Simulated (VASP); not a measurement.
A run of VASP 6.6.1:

Contents of INCAR:

```
SYSTEM = Ba
PREC = Accurate
ENCUT = 600
EDIFF = 1E-7
ISMEAR = 0
SIGMA = 0.1
LREAL = .FALSE.
LASPH = .TRUE.
NELM = 60
ALGO = Fast
ISIF = 3
LWAVE = .FALSE.
LCHARG = .FALSE.
GGA = PS
IBRION = 2
NSW = 100
EDIFFG = -0.002
```

The input KPOINTS:

```
regular mesh
0
G
  12 12 12
  0 0 0
```

The input POSCAR:

```
Ba
1.0
   -2.4382288606      2.4382288606      2.4382288606
    2.4382288606     -2.4382288606      2.4382288606
    2.4382288606      2.4382288606     -2.4382288606
Ba
1
Direct
    0.0000000000      0.0000000000      0.0000000000
```

Potentials or basis: VASP PAW PBE potentials, release 64 (Ba_sv).

Launch:

```sh
$ cat potpaw_PBE.64/Ba_sv/POTCAR > POTCAR
$ mpirun -np 1 vasp_std > vasp.out
```

Hardware: 1 thread of Intel(R) Xeon(R) 6975P-C (Granite Rapids), with other jobs on the host.

How long does it take, and how much memory?

Wall time 87 s on 1 thread of Intel(R) Xeon(R) 6975P-C (Granite Rapids) (shared host), peak memory 0.24 GiB. Counts: scf iterations 53, k points 72, ion steps 7.
